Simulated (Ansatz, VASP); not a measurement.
## Two plane-wave programs on Si

```
Si
1.0
     0.00000    2.73520    2.73520
     2.73520    0.00000    2.73520
     2.73520    2.73520    0.00000
Si
2
Direct
  0.00000 0.00000 0.00000
  0.25000 0.25000 0.25000
```

Alike in both runs: functional PBE; k mesh 8 × 8 × 8; no spin polarisation.

Ansatz relaxed the structure, and its values are those at the end. VASP's run is a single point on that final structure, the one shown.

```csv
,VASP,Ansatz
version,VASP 6.6.1,Ansatz 0.2.0
potentials or method,"VASP PAW PBE potentials, release 64 (Si), cutoff 500 eV","scalar-relativistic, plane waves, PAW"
occupations,"gaussian, width 0.01 eV",fixed
valence electrons in the cell,8,8
```

```csv
,VASP,Ansatz,Ansatz less VASP
gap on the k mesh at the Fermi level (eV),0.65,0.65,-0.003
least direct gap on the mesh (eV),2.56,2.55,-0.005
pressure (GPa),-0.1,0.0,+0.08
```
